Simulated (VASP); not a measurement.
Set up this calculation in VASP 6.6.1, as the native input.

```yaml
Task: single point
Functional: LDA
Potentials_or_basis: VASP PAW LDA potentials, release 64 (Sn_d, O_h)
Cutoff: 910 eV
k_mesh: 8 × 8 × 7
Occupations: fermi-dirac, width 0.1 eV
Spin: no spin polarisation
Dipole_correction: no
Further_INCAR_settings: ALGO = Normal; EDIFF = 1e-06; NBANDS = 28
```

The structure of SnO lies in POSCAR:

```
SnO
1.0
    3.7629047778      0.0000000000      0.0000000000
    0.0000000000      3.7629047778      0.0000000000
    0.0000000000      0.0000000000      4.6510007844
Sn O
2 2
Direct
    0.5000000000      0.0000000000      0.2462452977
    0.0000000000      0.5000000000      0.7537547023
    0.0000000000      0.0000000000      0.0000000000
    0.5000000000      0.5000000000      0.0000000000
```

One way to write it, as run:

INCAR

```
PREC = Accurate
ENCUT = 910
EDIFF = 1E-6
ISMEAR = -1
SIGMA = 0.1
LREAL = F
LASPH = T
NELM = 120
ALGO = Normal
ISIF = 2
LWAVE = F
LCHARG = F
NBANDS = 28
GGA_COMPAT = F
```

KPOINTS

```
Automatic mesh
0
Gamma
  8 8 7
```

Potentials or basis: VASP PAW LDA potentials, release 64 (Sn_d, O_h).

The run is started by

```bash
$ cat potpaw_LDA.64/Sn_d/POTCAR potpaw_LDA.64/O_h/POTCAR > POTCAR
$ mpirun -np 1 vasp_std > vasp.out
```

Results of the run:

| Item | Value |
| --- | --- |
| Pressure | 0.3 GPa |
| Largest force | 0.132 eV/Å |
| Band gap on the k mesh | zero (bands 20 and 21 overlap by 0.22 eV) |

Caveat: the cutoff is under 1.25 times the usual one of these potentials, so pressure, stress and relaxed cells hold a basis-set (Pulay) error; semilocal functionals underestimate gaps, so a narrow gap can read as zero; spin-orbit coupling is left out, which moves the levels of the heavy elements.

It took 2.4 min on 1 thread of Intel(R) Xeon(R) Platinum 8488C (Sapphire Rapids), with other jobs on the host, peak memory 0.36 GiB.
